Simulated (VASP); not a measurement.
# Pb (P-1) in VASP: a series of runs

Pb is run at these levels: revPBE, RPBE; tasks: single point.

Program: VASP 6.6.1. These are calculated values, not measurements. Logs are shortened: lines on timing, memory, paths and dates and some standing lists are left out, and cuts for length are marked.

## 1. The cell of the first run

The typed cell holds 1 atom: a = 3.508 Å, b = 3.452 Å, c = 3.355 Å, α = 108.41°, β = 110.61°, γ = 110.00°.

## 2. Single point, revPBE, non-collinear spin, zero start, spin-orbit coupling

INCAR reads:

```
SYSTEM = Pb
ALGO = Normal
EDIFF = 1E-7
ENCUT = 520
GGA = RE
GGA_COMPAT = .False.
ISIF = 2
ISMEAR = 1
LASPH = .True.
LCHARG = .True.
LNONCOLLINEAR = .True.
LORBIT = 11
LORBMOM = .True.
LREAL = .False.
LSORBIT = .True.
LVHAR = .True.
LWAVE = .False.
MAGMOM = 0 0 0
NBANDS = 25
NELM = 150
PREC = Accurate
SIGMA = 0.15
```

KPOINTS reads:

```
k-points
0
Gamma
  7 7 7
  0 0 0
```

POSCAR reads:

```
Pb
1.0
   -2.0354270000      2.0202950000      2.0204690000
    2.0329020000     -1.9741700000      1.9718190000
    1.9483690000      1.8871130000     -1.9743440000
Pb
1
Direct
   -0.0017630000      0.0037420000     -0.0012740000
```

Potentials or basis: VASP PAW PBE potentials, release 64 (Pb_d).

Run with:

```
$ cat potpaw_PBE.64/Pb_d/POTCAR > POTCAR
$ mpirun -np 1 vasp_ncl > vasp.out
```

OUTCAR:

```text
SYSTEM = Pb
   EDIFF = 1E-7
   ENCUT = 520
   GGA = RE
   ISIF = 2
   ISMEAR = 1
   LASPH = .True.
   LNONCOLLINEAR = .True.
   LORBIT = 11
   LREAL = .False.
   LSORBIT = .True.
   NELM = 150
   PREC = Accurate

 ion  position               nearest neighbor table
   1  0.998  0.004  0.999-

  LATTYP: Found a triclinic cell.
 ALAT       =     3.3549026015
 B/A-ratio  =     1.6261112216
 C/A-ratio  =     1.0456673221
 COS(alpha) =     0.0062731664
 COS(beta)  =     0.3519591364
 COS(gamma) =     0.8037551103

  Lattice vectors:

 A1 = (   1.9483690000,   1.8871130000,  -1.9743440000)
 A2 = (   3.8942130000,   3.8203510000,   0.0436000000)
 A3 = (   2.0354270000,  -2.0202950000,  -2.0204690000)

Analysis of symmetry for initial positions (statically):
=====================================================================
 Subroutine PRICEL returns:
 Original cell was already a primitive cell.

 Routine SETGRP: Setting up the symmetry group for a
 triclinic supercell.

 Subroutine GETGRP returns: Found  2 space group operations
 (whereof  1 operations were pure point group operations)
 out of a pool of  2 trial point group operations.

The static configuration has the point symmetry C_1 .
 The point group associated with its full space group is S_2 .

Analysis of symmetry for dynamics (positions and initial velocities):
=====================================================================
 Subroutine PRICEL returns:
 Original cell was already a primitive cell.

 Routine SETGRP: Setting up the symmetry group for a
 triclinic supercell.

 Subroutine GETGRP returns: Found  2 space group operations
 (whereof  1 operations were pure point group operations)
 out of a pool of  2 trial point group operations.

The dynamic configuration has the point symmetry C_1 .
 The point group associated with its full space group is S_2 .

Analysis of structural, dynamic, and magnetic symmetry:
=====================================================================
 Subroutine PRICEL returns:
 Original cell was already a primitive cell.

 Routine SETGRP: Setting up the symmetry group for a
 triclinic supercell.

 Subroutine GETGRP returns: Found  2 space group operations
 (whereof  1 operations were pure point group operations)
 out of a pool of  2 trial point group operations.

The overall configuration has the point symmetry C_1 .
 The point group associated with its full space group is S_2 .
[... 148 lines left out ...]

  energy without entropy =       -3.74668751  energy(sigma->0) =       -3.74735642

 E-fermi :   7.1065     XC(G=0):  -9.9812

 val. band max:        7.0724805734   @ k =  -0.1429   0.4286   0.2857
 cond. band min:       7.1089763212   @ k =  -0.1429   0.2857   0.1429
 fundamental gap:      0.0364957477
 Fermi energy:         7.1065425190

 k-point     1 :       0.0000    0.0000    0.0000
  band No.  band energies     occupation
      1     -11.4248      1.00000
      2     -11.4248      1.00000
      3     -11.4106      1.00000
      4     -11.4106      1.00000
      5      -8.9697      1.00000
      6      -8.9697      1.00000
[... 661 lines left out ...]
     24      19.4280      0.00000
     25      22.4843      0.00000

 [... further k-points ...]
[... 5 lines left out ...]
  --------------------------------------------------------------------------------------
  -------------------------------------------------------------------------------------
  Total        0.4660446      0.4004242      0.4905543      0.1204513     -0.0204295      0.0099041
  in kB       24.0606119     20.6728073     25.3259810      6.2185717     -1.0547191      0.5113215
  external PRESSURE =      23.3531334 kB  Pullay stress =       0.0000000 kB

 VOLUME and BASIS-vectors are now :
 -----------------------------------------------------------------------------
  energy-cutoff  :      520.00
  volume of cell :       31.03
      direct lattice vectors                 reciprocal lattice vectors
    -2.035427000  2.020295000  2.020469000     0.005692080  0.253128607  0.247562003
     2.032902000 -1.974170000  1.971819000     0.251392800  0.002642750  0.250611396
     1.948369000  1.887113000 -1.974344000     0.256896351  0.261681616 -0.002860866

 POSITION                                       TOTAL-FORCE (eV/Angst)
 -----------------------------------------------------------------------------------
     -0.07834      3.89405      0.05246         0.000000      0.000000      0.000000
 -----------------------------------------------------------------------------------
    total drift:                                0.000003      0.000008     -0.000004

  FREE ENERGIE OF THE ION-ELECTRON SYSTEM (eV)
  ---------------------------------------------------
  free  energy   TOTEN  =        -3.7476908762 eV

  energy  without entropy=       -3.7466875118  energy(sigma->0) =       -3.74735642

 orbital moment (x)

 # of ion     p       d       tot
 ----------------------------------------
  1        -0.000  -0.000  -0.000
 ----------------------------------------
           -0.000  -0.000  -0.000

 orbital moment (y)

 # of ion     p       d       tot
 ----------------------------------------
  1         0.000   0.000   0.000
 ----------------------------------------
            0.000   0.000   0.000

 orbital moment (z)

 # of ion     p       d       tot
 ----------------------------------------
  1         0.000   0.000   0.000
 ----------------------------------------
            0.000   0.000   0.000

 Spin-Orbit-Coupling matrix elements

 Ion:    1  E_soc:     -1.1449100
 l=   1
     0.0000000    -0.1234371    -0.1237052
    -0.1234371     0.0000000    -0.1230267
    -0.1237052    -0.1230267     0.0000000
 l=   2
     0.0000000    -0.0134826     0.0000000    -0.0134816    -0.0539437
    -0.0134826     0.0000000    -0.0404803    -0.0134719    -0.0134673
     0.0000000    -0.0404803     0.0000000    -0.0404761     0.0000000
    -0.0134816    -0.0134719    -0.0404761     0.0000000    -0.0134825
    -0.0539437    -0.0134673     0.0000000    -0.0134825     0.0000000
 l=   3
     0.0000000     0.0000000     0.0000000     0.0000000     0.0000000     0.0000000     0.0000000
     0.0000000     0.0000000     0.0000000     0.0000000     0.0000000     0.0000000     0.0000000
     0.0000000     0.0000000     0.0000000     0.0000000     0.0000000     0.0000000     0.0000000
     0.0000000     0.0000000     0.0000000     0.0000000     0.0000000     0.0000000     0.0000000
     0.0000000     0.0000000     0.0000000     0.0000000     0.0000000     0.0000000     0.0000000
     0.0000000     0.0000000     0.0000000     0.0000000     0.0000000     0.0000000     0.0000000
     0.0000000     0.0000000     0.0000000     0.0000000     0.0000000     0.0000000     0.0000000

 total charge

# of ion       s       p       d       tot
------------------------------------------
    1        1.396   0.757   9.812  11.965

 magnetization (x)

# of ion       s       p       d       tot
------------------------------------------
    1        0.000   0.000   0.000   0.000

 magnetization (y)

# of ion       s       p       d       tot
------------------------------------------
    1       -0.000  -0.000  -0.000  -0.000

 magnetization (z)

# of ion       s       p       d       tot
------------------------------------------
    1       -0.000  -0.000  -0.000  -0.000
```

stdout:

```text
POSCAR found type information on POSCAR Pb
 POSCAR found :  1 types and       1 ions
 scaLAPACK will be used
 -----------------------------------------------------------------------------
|                                                                             |
|                                                                             |
|     You enforced a specific xc type in the INCAR file but a different       |
|     I HOPE YOU KNOW WHAT YOU ARE DOING!                                     |
|                                                                             |
 -----------------------------------------------------------------------------

 LDA part: xc-table for (Slater+PW92), standard interpolation
 POSCAR, INCAR and KPOINTS ok, starting setup
 FFT: planning ... GRIDC
 FFT: planning ... GRID_SOFT
 FFT: planning ... GRID
 WAVECAR not read
 entering main loop
```

It took 2 min on 1 thread of Intel Xeon 6975P-C (Granite Rapids), shared host; peak memory 0.36 GiB.

What came out:

| Property | Result |
| --- | --- |
| Free energy | -3.7477 eV |
| Pressure | 2.3 GPa |
| Net moment | 0.00 μB per cell |
| Valence electrons inside the program's atomic spheres | Pb 11.96 |

Moments on the atoms (μB; x, y, z):
```
Pb  0.00 0.00 0.00
```

Caveat: the PAW data sets were made with another functional, which shifts forces and pressure a little.

## 3. Single point, RPBE, non-collinear spin, typed start, spin-orbit coupling (the cell strained at random)

INCAR reads:

```
PREC = Accurate
ENCUT = 520
EDIFF = 1E-6
ISMEAR = -1
SIGMA = 0.05
LREAL = F
LASPH = T
NELM = 150
ALGO = Normal
ISIF = 2
LWAVE = F
LCHARG = F
LNONCOLLINEAR = T
MAGMOM = 0.354 0.354 0
LORBIT = 11
LSORBIT = T
GGA_COMPAT = F
LORBMOM = T
GGA = RP
NBANDS = 25
```

KPOINTS reads:

```
Automatic mesh
0
Gamma
  7 7 7
```

POSCAR reads:

```
Pb
1.0
   -1.9794860000      2.0239610000      1.9749690000
    1.9906190000     -1.9890310000      1.9511720000
    1.9642090000      1.9737530000     -1.9400400000
Pb
1
Direct
   -0.0026450000      0.0019780000     -0.0003360000
```

Potentials or basis: VASP PAW PBE potentials, release 64 (Pb_d).

Run with:

```
$ cat potpaw_PBE.64/Pb_d/POTCAR > POTCAR
$ mpirun -np 1 vasp_ncl > vasp.out
```

OUTCAR:

```text
PREC = Accurate
   ENCUT = 520
   EDIFF = 1E-6
   ISMEAR = -1
   LREAL = F
   LASPH = T
   NELM = 150
   ISIF = 2
   LNONCOLLINEAR = T
   LORBIT = 11
   LSORBIT = T
   GGA = RP

 ion  position               nearest neighbor table
   1  0.997  0.002  1.000-

  LATTYP: Found a triclinic cell.
 ALAT       =     5.5885017251
 B/A-ratio  =     0.6127415665
 C/A-ratio  =     1.0024085970
 COS(alpha) =     0.0005645330
 COS(beta)  =     0.5073606120
 COS(gamma) =     0.8119418365

  Lattice vectors:

 A1 = (   3.9659610000,   0.0196520000,   3.9372730000)
 A2 = (   1.9906190000,  -1.9890310000,   1.9511720000)
 A3 = (   3.9395510000,   3.9824360000,   0.0460610000)

Analysis of symmetry for initial positions (statically):
=====================================================================
 Subroutine PRICEL returns:
 Original cell was already a primitive cell.

 Routine SETGRP: Setting up the symmetry group for a
 triclinic supercell.

 Subroutine GETGRP returns: Found  2 space group operations
 (whereof  1 operations were pure point group operations)
 out of a pool of  2 trial point group operations.

The static configuration has the point symmetry C_1 .
 The point group associated with its full space group is S_2 .

Analysis of symmetry for dynamics (positions and initial velocities):
=====================================================================
[... 886 lines left out ...]

  energy  without entropy=       -3.6755925409  energy(sigma->0) =       -3.67853218

 orbital moment (x)

 # of ion     p       d       tot
 ----------------------------------------
  1         0.000  -0.000   0.000
 ----------------------------------------
            0.000  -0.000   0.000

 orbital moment (y)

 # of ion     p       d       tot
 ----------------------------------------
  1         0.000  -0.000   0.000
 ----------------------------------------
            0.000  -0.000   0.000

 orbital moment (z)

 # of ion     p       d       tot
 ----------------------------------------
  1        -0.000  -0.000  -0.000
 ----------------------------------------
           -0.000  -0.000  -0.000

 Spin-Orbit-Coupling matrix elements

 Ion:    1  E_soc:     -1.1425555
 l=   1
     0.0000000    -0.1231270    -0.1228862
    -0.1231270     0.0000000    -0.1230908
    -0.1228862    -0.1230908     0.0000000
 l=   2
     0.0000000    -0.0134696     0.0000000    -0.0134757    -0.0539191
    -0.0134696     0.0000000    -0.0404230    -0.0134783    -0.0134909
     0.0000000    -0.0404230     0.0000000    -0.0404321     0.0000000
    -0.0134757    -0.0134783    -0.0404321     0.0000000    -0.0134852
    -0.0539191    -0.0134909     0.0000000    -0.0134852     0.0000000
 l=   3
     0.0000000     0.0000000     0.0000000     0.0000000     0.0000000     0.0000000     0.0000000
     0.0000000     0.0000000     0.0000000     0.0000000     0.0000000     0.0000000     0.0000000
     0.0000000     0.0000000     0.0000000     0.0000000     0.0000000     0.0000000     0.0000000
     0.0000000     0.0000000     0.0000000     0.0000000     0.0000000     0.0000000     0.0000000
     0.0000000     0.0000000     0.0000000     0.0000000     0.0000000     0.0000000     0.0000000
     0.0000000     0.0000000     0.0000000     0.0000000     0.0000000     0.0000000     0.0000000
     0.0000000     0.0000000     0.0000000     0.0000000     0.0000000     0.0000000     0.0000000

 total charge

# of ion       s       p       d       tot
------------------------------------------
    1        1.398   0.757   9.813  11.967

 magnetization (x)

# of ion       s       p       d       tot
------------------------------------------
    1       -0.000  -0.000  -0.000  -0.000

 magnetization (y)

# of ion       s       p       d       tot
------------------------------------------
    1       -0.000  -0.000  -0.000  -0.000

 magnetization (z)

# of ion       s       p       d       tot
------------------------------------------
    1       -0.000  -0.000  -0.000  -0.000
```

OSZICAR:

```text
N       E                     dE             d eps       ncg     rms          rms(c)
DAV:   1     0.150481136481E+03    0.15048E+03   -0.67149E+03  8640   0.133E+03
DAV:   2     0.812455477403E+01   -0.14236E+03   -0.13721E+03  8850   0.365E+02
DAV:   3    -0.323809183244E+01   -0.11363E+02   -0.11256E+02 10601   0.125E+02
DAV:   4    -0.363743637359E+01   -0.39934E+00   -0.39896E+00 10338   0.252E+01
DAV:   5    -0.365874753825E+01   -0.21311E-01   -0.21310E-01 12939   0.527E+00    0.209E+00
DAV:   6    -0.368075381738E+01   -0.22006E-01   -0.13604E-02 12532   0.624E+00    0.783E-01
DAV:   7    -0.368198287392E+01   -0.12291E-02   -0.47147E-03 11274   0.184E+00    0.160E-01
DAV:   8    -0.368155991866E+01    0.42296E-03   -0.16461E-03 13046   0.515E-01    0.657E-02
DAV:   9    -0.368148661073E+01    0.73308E-04   -0.15961E-04 11365   0.362E-01    0.292E-02
DAV:  10    -0.368147810646E+01    0.85043E-05   -0.35118E-05 11594   0.983E-02    0.145E-02
DAV:  11    -0.368147387084E+01    0.42356E-05   -0.71281E-06  9572   0.371E-02    0.279E-03
DAV:  12    -0.368147278012E+01    0.10907E-05   -0.31055E-07  6442   0.874E-03    0.134E-03
DAV:  13    -0.368147181031E+01    0.96981E-06   -0.10326E-07  5305   0.485E-03
   1 F= -.36814718E+01 E0= -.36785322E+01  d E =-.587927E-02  mag=    -0.0000    -0.0000    -0.0000
```

Run time: 7.7 min. Hardware: 1 thread of Oxide Virtual Turin-like, shared host; peak memory 0.33 GiB.

Results:

```yaml
Free_energy: -3.6815 eV
Pressure: 2.7 GPa
Net_moment: 0.00 μB per cell
Valence_electrons_inside_the_program's_atomic_spheres: Pb 11.97
```

Moments on the atoms (μB; x, y, z):
```
Pb  0.00 0.00 0.00
```

Caveat: the cell differs from its parent crystal (the cell strained at random); the PAW data sets were made with another functional, which shifts forces and pressure a little.
